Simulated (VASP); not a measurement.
# Sc3Al (Pm-3m) in VASP: a series of runs

The runs below take Sc3Al through single point, with PBEsol.

Program: VASP 6.6.1. These are calculated values, not measurements. Logs are shortened: lines on timing, memory, paths and dates and some standing lists are left out, and cuts for length are marked.

### 1 The cell of the first run

Symmetry: Pm-3m, No. 221, cubic system. The conventional cell has a = 4.375 Å, b = 4.375 Å, c = 4.375 Å, α = 90.00°, β = 90.00°, γ = 90.00°. Sc (site symmetry 4/mmm) has 8 Sc at 3.09 Å and 4 Al at 3.09 Å within 4.1 Å. Within 4.1 Å of Al (site symmetry m-3m) lie 12 Sc at 3.09 Å.

### 2 Single point, PBEsol

File INCAR:

```
PREC     = Accurate       # precision mode
ENCUT    = 520            # plane-wave cutoff, eV
EDIFF    = 1E-6           # SCF threshold, eV
ISMEAR   = 0              # smearing method
SIGMA    = 0.15           # smearing width, eV
LREAL    = False          # projectors in reciprocal space
LASPH    = True           # aspherical terms in the spheres
NELM     = 60             # most SCF steps
ALGO     = Fast           # electronic algorithm
ISIF     = 2              # what is computed and relaxed
LWAVE    = False          # write WAVECAR
LCHARG   = False          # write CHGCAR
GGA      = PS             # functional
NBANDS   = 26             # bands
```

File KPOINTS:

```
Automatic mesh
0
Gamma
  12 12 12
```

File POSCAR:

```
Sc3Al
1.0
    4.3747949981      0.0000000000      0.0000000000
    0.0000000000      4.3747949981      0.0000000000
    0.0000000000      0.0000000000      4.3747949981
Sc Al
3 1
Direct
    0.5000000000      0.0000000000      0.5000000000
    0.0000000000      0.5000000000      0.5000000000
    0.5000000000      0.5000000000      0.0000000000
    0.0000000000      0.0000000000      0.0000000000
```

Potentials or basis: VASP PAW PBE potentials, release 64 (Sc_sv, Al).

On the command line:

```console
> cat potpaw_PBE.64/Sc_sv/POTCAR potpaw_PBE.64/Al/POTCAR > POTCAR
> mpirun -np 1 vasp_std > vasp.out
```

OUTCAR:

```text
PREC = Accurate
   ENCUT = 520
   EDIFF = 1E-6
   ISMEAR = 0
   LREAL = False
   LASPH = True
   NELM = 60
   ISIF = 2
   GGA = PS

 ion  position               nearest neighbor table
   1  0.500  0.000  0.500-   2 3.09   3 3.09   4 3.09   3 3.09   4 3.09   2 3.09   3 3.09   3 3.09
                             2 3.09   4 3.09   4 3.09   2 3.09
   2  0.000  0.500  0.500-   1 3.09   3 3.09   4 3.09   3 3.09   4 3.09   1 3.09   4 3.09   4 3.09
                             1 3.09   3 3.09   3 3.09   1 3.09
   3  0.500  0.500  0.000-   1 3.09   2 3.09   4 3.09   1 3.09   2 3.09   1 3.09   4 3.09   1 3.09
                             2 3.09   4 3.09   2 3.09   4 3.09
   4  0.000  0.000  0.000-   1 3.09   2 3.09   3 3.09   1 3.09   2 3.09   2 3.09   3 3.09   2 3.09
                             1 3.09   3 3.09   1 3.09   3 3.09

  LATTYP: Found a simple cubic cell.
 ALAT       =     4.3747949981

  Lattice vectors:

 A1 = (   4.3747949981,   0.0000000000,   0.0000000000)
 A2 = (   0.0000000000,   4.3747949981,   0.0000000000)
 A3 = (   0.0000000000,   0.0000000000,   4.3747949981)

Analysis of symmetry for initial positions (statically):
=====================================================================
 Subroutine PRICEL returns:
 Original cell was already a primitive cell.

 Routine SETGRP: Setting up the symmetry group for a
 simple cubic supercell.

 Subroutine GETGRP returns: Found 48 space group operations
 (whereof 48 operations were pure point group operations)
 out of a pool of 48 trial point group operations.

The static configuration has the point symmetry O_h .

Analysis of symmetry for dynamics (positions and initial velocities):
=====================================================================
 Subroutine PRICEL returns:
 Original cell was already a primitive cell.

 Routine SETGRP: Setting up the symmetry group for a
 simple cubic supercell.

 Subroutine GETGRP returns: Found 48 space group operations
 (whereof 48 operations were pure point group operations)
 out of a pool of 48 trial point group operations.

The dynamic configuration has the point symmetry O_h .

 Subroutine INISYM returns: Found 48 space group operations
 (whereof 48 operations are pure point group operations),
 and found     1 'primitive' translations

----------------------------------------------------------------------------------------

                                     Primitive cell

  volume of cell :      83.7285
[... 88 lines left out ...]
   LNONCOLLINEAR =      F non collinear calculations
   LSORBIT =      F    spin-orbit coupling
   LASPH  =      T    aspherical Exc in radial PAW
   ENCUT  =  520.0 eV  38.22 Ry    6.18 a.u.   8.13  8.13  8.13*2*pi/ulx,y,z
   NELM   =     60;   NELMIN=  2; NELMDL= -5     # of ELM steps
   EDIFF  = 0.1E-05   stopping-criterion for ELM
   LREAL  =      F    real-space projection
   EDIFFG = 0.1E-04   stopping-criterion for IOM
   NSW    =      0    number of steps for IOM
   IBRION =     -1    ionic relax: 0-MD 1-quasi-New 2-CG
   NFREE  =      0    steps in history (QN), initial steepest desc. (CG)
   ISIF   =      2    stress and relaxation
   ISYM   =      2    0-nonsym 1-usesym 2-fastsym
   POTIM  = 0.5000    time-step for ionic-motion
   TEBEG  =    0.0;   TEEND  =   0.0 temperature during run
   PSTRESS=    0.0 pullay stress
   NELECT =      36.0000    total number of electrons
   NUPDOWN=      -1.0000    fix difference up-down
   EMIN   =  10.00;   EMAX   =-10.00  energy-range for DOS
   EFERMI =   0.00;   METHOD = LEGACY
   ISMEAR =     0;   SIGMA  =   0.15  broadening in eV -4-tet -1-fermi 0-gaus
   EFERMI_NEDOS =   21; number of points for ismear=-14 and -15
   IALGO  =     68    algorithm
   IMIX   =      4    mixing-type and parameters
     AMIX     =   0.40;   BMIX     =  1.00
     AMIX_MAG =   1.60;   BMIX_MAG =  1.00
  volume/ion in A,a.u.               =      20.93       141.26
  Fermi-wavevector in a.u.,A,eV,Ry     =   1.235619  2.334982 20.772758  1.526755
  Thomas-Fermi vector in A             =   2.370261
   LORBIT       =      0    0 simple, 1 ext, 2 COOP (PROOUT), +10 PAW based schemes
   GGA     = PS    functional components
   LHFCALC =     F    Hartree Fock is set to
   AEXX    =    0.0000 exact exchange contribution
   IVDW    =     0    specifies the selected vdW correction
   LEPSILON=     F    determine dielectric tensor
   LRPA    =     F    only Hartree local field effects (RPA)
 non-spin polarized calculation
 RMM-DIIS sequential band-by-band and
 Gauss-broadening in eV      SIGMA  =   0.15
  energy-cutoff  :      520.00
  volume of cell :       83.73
 maximum number of plane-waves:      2301
 NGX is ok and might be reduce to    36
   NGX = 17   NGY = 17   NGZ = 17

 number of electron      35.9999994 magnetization

 Free energy of the ion-electron system (eV)
  ---------------------------------------------------
  ext. energy  EPLUGINS =         0.00000000
  ---------------------------------------------------
  free energy    TOTEN  =       -24.97116428 eV

  energy without entropy =      -24.91005573  energy(sigma->0) =      -24.94061000

 E-fermi :   4.8491     XC(G=0): -10.3603

 val. band max:        4.8440357464   @ k =   0.2500   0.1667   0.1667
 cond. band min:       4.8505069719   @ k =   0.5000   0.4167   0.1667
 fundamental gap:      0.0064712255
 Fermi energy:         4.8491030431

 k-point     1 :       0.0000    0.0000    0.0000
  band No.  band energies     occupation
      1     -44.2639      2.00000
      2     -44.1459      2.00000
      3     -44.1459      2.00000
      4     -23.1872      2.00000
      5     -23.1872      2.00000
      6     -23.1872      2.00000
[... 685 lines left out ...]
     25       7.4672      0.00000
     26       7.5939      0.00000

 [... further k-points ...]
[... 5 lines left out ...]
  --------------------------------------------------------------------------------------
  -------------------------------------------------------------------------------------
  Total        0.0417088      0.0417088      0.0417088      0.0000000     -0.0000000      0.0000000
  in kB        0.7981148      0.7981148      0.7981148      0.0000000     -0.0000000      0.0000000
  external PRESSURE =       0.7981148 kB  Pullay stress =       0.0000000 kB

 VOLUME and BASIS-vectors are now :
 -----------------------------------------------------------------------------
  energy-cutoff  :      520.00
  volume of cell :       83.73
      direct lattice vectors                 reciprocal lattice vectors
     4.374794998  0.000000000  0.000000000     0.228582139  0.000000000  0.000000000
     0.000000000  4.374794998  0.000000000     0.000000000  0.228582139  0.000000000
     0.000000000  0.000000000  4.374794998     0.000000000  0.000000000  0.228582139

 POSITION                                       TOTAL-FORCE (eV/Angst)
 -----------------------------------------------------------------------------------
      2.18740      0.00000      2.18740         0.000000      0.000000      0.000000
      0.00000      2.18740      2.18740         0.000000      0.000000      0.000000
      2.18740      2.18740      0.00000         0.000000      0.000000      0.000000
      0.00000      0.00000      0.00000         0.000000      0.000000      0.000000
 -----------------------------------------------------------------------------------
    total drift:                                0.000000      0.000000      0.000000

  FREE ENERGIE OF THE ION-ELECTRON SYSTEM (eV)
  ---------------------------------------------------
  free  energy   TOTEN  =       -24.9711642766 eV

  energy  without entropy=      -24.9100557268  energy(sigma->0) =      -24.94061000
```

It took 3 min on 1 thread of Intel Xeon Platinum 8259CL at 2.50GHz (Skylake/Cascade Lake), shared host; peak memory 0.31 GiB.

What came out:

| Quantity | Value |
| --- | --- |
| Free energy | -24.9712 eV |
| Pressure | 0.1 GPa |
| Band gap on the k mesh | zero (band 18 reaches 5.08 eV, above the bottom of band 19 at 3.75 eV) |

Levels at points of the mesh, in eV from the Fermi level:
| k point | band 14 | band 15 | band 16 | band 17 | band 18 | band 19 | band 20 | band 21 | band 22 | band 23 |
| --- | --- | --- | --- | --- | --- | --- | --- | --- | --- | --- |
| (0.00, 0.00, 0.00) | -2.58 | -1.06 | -1.06 | -0.44 | -0.44 | -0.44 | 0.71 | 0.71 | 0.71 | 2.44 |
| (0.50, 0.00, 0.00) | -4.07 | -1.36 | -0.81 | -0.81 | 0.09 | 0.18 | 0.91 | 0.91 | 1.62 | 1.63 |
| (0.50, 0.50, 0.00) | -2.81 | -2.81 | -1.47 | -0.96 | 0.23 | 0.49 | 0.49 | 1.15 | 1.15 | 1.84 |
| (0.50, 0.50, 0.50) | -1.51 | -1.51 | -1.51 | -1.10 | -1.10 | -1.10 | 0.53 | 1.46 | 1.46 | 1.46 |

Caveat: the PAW data sets were made with another functional, which shifts forces and pressure a little.

### 3 Single point, PBEsol

This run uses another cell than the first one, of 21.76 Å³/atom, 1.040 times its volume.

File INCAR:

```
  PREC = Accurate
  ENCUT = 500
  EDIFF = 1E-6
  ISMEAR = 0
  SIGMA = 0.1
  LREAL = False
  LASPH = True
  NELM = 120
  ALGO = Normal
  ISIF = 2
  LWAVE = False
  LCHARG = True
  GGA = PS
  LELF = True
  LVHAR = True
  NBANDS = 26
  GGA_COMPAT = False
```

File KPOINTS:

```
regular mesh
0
Gamma
  4 4 4
```

File POSCAR:

```
Sc3Al
1.0
    4.4319878233      0.0000000000      0.0000000000
    0.0000000000      4.4319878233      0.0000000000
    0.0000000000      0.0000000000      4.4319878233
Sc Al
3 1
Direct
    0.5000000000      0.0000000000      0.5000000000
    0.0000000000      0.5000000000      0.5000000000
    0.5000000000      0.5000000000      0.0000000000
    0.0000000000      0.0000000000      0.0000000000
```

Potentials or basis: VASP PAW PBE potentials, release 64 (Sc_sv, Al).

On the command line:

```console
> cat potpaw_PBE.64/Sc_sv/POTCAR potpaw_PBE.64/Al/POTCAR > POTCAR
> mpirun -np 1 vasp_std > vasp.out
```

OUTCAR:

```text
PREC = Accurate
   ENCUT = 500
   EDIFF = 1E-6
   ISMEAR = 0
   LREAL = False
   LASPH = True
   NELM = 120
   ISIF = 2
   GGA = PS

 ion  position               nearest neighbor table
   1  0.500  0.000  0.500-   2 3.13   3 3.13   4 3.13   3 3.13   4 3.13   2 3.13   3 3.13   3 3.13
                             2 3.13   4 3.13   4 3.13   2 3.13
   2  0.000  0.500  0.500-   1 3.13   3 3.13   4 3.13   3 3.13   4 3.13   1 3.13   4 3.13   4 3.13
                             1 3.13   3 3.13   3 3.13   1 3.13
   3  0.500  0.500  0.000-   1 3.13   2 3.13   4 3.13   1 3.13   2 3.13   1 3.13   4 3.13   1 3.13
                             2 3.13   4 3.13   2 3.13   4 3.13
   4  0.000  0.000  0.000-   1 3.13   2 3.13   3 3.13   1 3.13   2 3.13   2 3.13   3 3.13   2 3.13
                             1 3.13   3 3.13   1 3.13   3 3.13

  LATTYP: Found a simple cubic cell.
 ALAT       =     4.4319878233

  Lattice vectors:

 A1 = (   4.4319878233,   0.0000000000,   0.0000000000)
 A2 = (   0.0000000000,   4.4319878233,   0.0000000000)
 A3 = (   0.0000000000,   0.0000000000,   4.4319878233)

Analysis of symmetry for initial positions (statically):
=====================================================================
 Subroutine PRICEL returns:
 Original cell was already a primitive cell.

 Routine SETGRP: Setting up the symmetry group for a
 simple cubic supercell.

 Subroutine GETGRP returns: Found 48 space group operations
 (whereof 48 operations were pure point group operations)
 out of a pool of 48 trial point group operations.

The static configuration has the point symmetry O_h .

Analysis of symmetry for dynamics (positions and initial velocities):
=====================================================================
 Subroutine PRICEL returns:
 Original cell was already a primitive cell.

 Routine SETGRP: Setting up the symmetry group for a
 simple cubic supercell.

 Subroutine GETGRP returns: Found 48 space group operations
 (whereof 48 operations were pure point group operations)
 out of a pool of 48 trial point group operations.

[... 108 lines left out ...]
     AMIX     =   0.40;   BMIX     =  1.00
     AMIX_MAG =   1.60;   BMIX_MAG =  1.00
  volume/ion in A,a.u.               =      21.76       146.87
  Fermi-wavevector in a.u.,A,eV,Ry     =   1.219674  2.304850 20.240091  1.487605
  Thomas-Fermi vector in A             =   2.354918
   LORBIT       =      0    0 simple, 1 ext, 2 COOP (PROOUT), +10 PAW based schemes
   GGA     = PS    functional components
   LHFCALC =     F    Hartree Fock is set to
   AEXX    =    0.0000 exact exchange contribution
   IVDW    =     0    specifies the selected vdW correction
   LEPSILON=     F    determine dielectric tensor
   LRPA    =     F    only Hartree local field effects (RPA)
 non-spin polarized calculation
 Gauss-broadening in eV      SIGMA  =   0.10
  energy-cutoff  :      500.00
  volume of cell :       87.06
 maximum number of plane-waves:      2272
   NGX = 17   NGY = 17   NGZ = 17

 number of electron      35.9999991 magnetization

 Free energy of the ion-electron system (eV)
  ---------------------------------------------------
  ext. energy  EPLUGINS =         0.00000000
  ---------------------------------------------------
  free energy    TOTEN  =       -24.95820893 eV

  energy without entropy =      -24.94218638  energy(sigma->0) =      -24.95019765

 E-fermi :   4.5956     XC(G=0): -10.2008

 val. band max:        4.5566268675   @ k =   0.2500   0.2500   0.2500
 cond. band min:       4.6877767962   @ k =   0.5000   0.0000   0.0000
 fundamental gap:      0.1311499287
 Fermi energy:         4.5956336224

 k-point     1 :       0.0000    0.0000    0.0000
  band No.  band energies     occupation
      1     -44.6330      2.00000
      2     -44.5325      2.00000
      3     -44.5325      2.00000
      4     -23.5275      2.00000
      5     -23.5275      2.00000
      6     -23.5275      2.00000
[... 279 lines left out ...]
     25       6.7544      0.00000
     26       6.7544      0.00000

------------------------ aborting loop because EDIFF is reached ----------------------------------------

  FORCE on cell =-STRESS in cart. coord.  units (eV):
  Direction    XX          YY          ZZ          XY          YZ          ZX
  --------------------------------------------------------------------------------------
  -------------------------------------------------------------------------------------
  Total       -1.3665036     -1.3665036     -1.3665036      0.0000000      0.0000000      0.0000000
  in kB      -25.1492880    -25.1492880    -25.1492880      0.0000000      0.0000000      0.0000000
  external PRESSURE =     -25.1492880 kB  Pullay stress =       0.0000000 kB

 VOLUME and BASIS-vectors are now :
 -----------------------------------------------------------------------------
  energy-cutoff  :      500.00
  volume of cell :       87.06
      direct lattice vectors                 reciprocal lattice vectors
     4.431987823  0.000000000  0.000000000     0.225632389  0.000000000  0.000000000
     0.000000000  4.431987823  0.000000000     0.000000000  0.225632389  0.000000000
     0.000000000  0.000000000  4.431987823     0.000000000  0.000000000  0.225632389

 POSITION                                       TOTAL-FORCE (eV/Angst)
 -----------------------------------------------------------------------------------
      2.21599      0.00000      2.21599         0.000000      0.000000      0.000000
      0.00000      2.21599      2.21599         0.000000      0.000000      0.000000
      2.21599      2.21599      0.00000         0.000000      0.000000      0.000000
      0.00000      0.00000      0.00000         0.000000      0.000000      0.000000
 -----------------------------------------------------------------------------------
    total drift:                                0.000000     -0.000000     -0.000000

  FREE ENERGIE OF THE ION-ELECTRON SYSTEM (eV)
  ---------------------------------------------------
  free  energy   TOTEN  =       -24.9582089275 eV

  energy  without entropy=      -24.9421863791  energy(sigma->0) =      -24.95019765
```

stdout:

```text
POSCAR found type information on POSCAR ScAl
 POSCAR found :  2 types and       4 ions
 scaLAPACK will be used
 -----------------------------------------------------------------------------
|                                                                             |
|                                                                             |
|     You enforced a specific xc type in the INCAR file but a different       |
|     I HOPE YOU KNOW WHAT YOU ARE DOING!                                     |
|                                                                             |
 -----------------------------------------------------------------------------

 LDA part: xc-table for (Slater+PW92), standard interpolation
 POSCAR, INCAR and KPOINTS ok, starting setup
 FFT: planning ... GRIDC
 FFT: planning ... GRID_SOFT
 FFT: planning ... GRID
 WAVECAR not read
 entering main loop
```

Wall time 43 s (1 thread of Intel Xeon 8259CL, shared host); peak memory 0.18 GiB.

What came out:

| Property | Result |
| --- | --- |
| Free energy | -24.9582 eV |
| Pressure | -2.5 GPa |
| Band gap on the k mesh | zero (band 18 reaches 4.80 eV, above the bottom of band 19 at 3.48 eV) |

Caveat: the PAW data sets were made with another functional, which shifts forces and pressure a little.
